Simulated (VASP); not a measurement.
CuGe4: single point with PBE

System: CuGe4, a slab with vacuum.

```
Ge Cu
1.0
     4.07405    0.00000    0.00000
     0.00000    4.07405    0.00000
     0.00000    0.00000   19.85576
Ge Cu
4 1
Cartesian
  0.0000 2.0370 4.0000
  0.0000 0.0000 5.4404
  2.0370 0.0000 6.9369
  2.0370 2.0370 8.3558
  3.5648 2.5463 9.8666
```

- Program: VASP 6.6.1
- Task: single point
- Functional: PBE
- Potentials or basis: VASP PAW PBE potentials, release 64 (Ge_d, Cu)
- Cutoff: 520 eV
- k mesh: 7 × 7 × 1
- Occupations: gaussian, width 0.1 eV
- Spin: no spin polarisation
- Dipole correction: yes
- Further INCAR settings: ALGO = Normal; EDIFF = 1e-06; NBANDS = 42

```json
{
  "Largest force": "1.196 eV/Å",
  "Band gap on the k mesh": "zero (an odd number of electrons rules out a gap without spin polarisation)"
}
```

Forces in eV/Å, atoms in the order of the input:
```
Ge  -0.040 -0.002 -0.143
Ge   0.076  0.085  0.257
Ge  -0.081 -0.066 -0.062
Ge  -1.149  0.051 -0.089
Cu   1.194 -0.069  0.037
```

Levels at points of the mesh, in eV from the Fermi level:
| k point | band 30 | band 31 | band 32 | band 33 | band 34 | band 35 | band 36 | band 37 |
| --- | --- | --- | --- | --- | --- | --- | --- | --- |
| (0.00, 0.00, 0.00) | -1.56 | -1.37 | -0.77 | -0.27 | 1.21 | 1.33 | 1.84 | 2.05 |

Wall time 6 min on 1 thread of AMD EPYC 9R45 96-Core Processor (Zen 5), on a shared host, peak memory 0.51 GiB.
